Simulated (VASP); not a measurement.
Here is a VASP 6.6.1 calculation.

The input INCAR:

```
PREC     = Accurate       # precision mode
ENCUT    = 520            # plane-wave cutoff, eV
EDIFF    = 1E-7           # SCF threshold, eV
ISMEAR   = 0              # smearing method
SIGMA    = 0.05           # smearing width, eV
LREAL    = False          # projectors in reciprocal space
LASPH    = True           # aspherical terms in the spheres
NELM     = 100            # most SCF steps
ALGO     = Normal         # electronic algorithm
ISIF     = 2              # what is computed and relaxed
LWAVE    = False          # write WAVECAR
LCHARG   = False          # write CHGCAR
NBANDS   = 18             # bands
```

File KPOINTS:

```
Automatic mesh
0
Gamma
  6 6 6
```

Contents of POSCAR:

```
N
1.0
    4.0181784819      0.0000000000      0.0000000000
    0.0000000000      4.0181784819      0.0000000000
    0.0000000000      0.0000000000      5.5226574504
N
4
Direct
    0.9042752000      0.9042752000      0.0000000000
    0.5957248000      0.4042752000      0.5000000000
    0.0957248000      0.0957248000      0.0000000000
    0.4042752000      0.5957248000      0.5000000000
```

Potentials or basis: VASP PAW LDA potentials, release 64 (N).

Command:

```sh
$ cat potpaw_LDA.64/N/POTCAR > POTCAR
$ mpirun -np 1 vasp_std > vasp.out
```

**Question.** What does it give for the pressure?

**Answer.** 2.5 GPa.

**Question.** Predict the band gap on the k mesh.

**Answer.** 6.88 eV (least direct gap 7.18 eV).

Stress tensor (GPa, compression positive):
```
 4.17  0.00  0.00
 0.00  4.17  0.00
 0.00  0.00 -0.75
```

Caveat: the standard files for N, O and F lose accuracy on very short bonds; forces of over 1 eV/Å act on the atoms, so gaps and moduli don't describe the material at rest. A k mesh can miss the band edges.
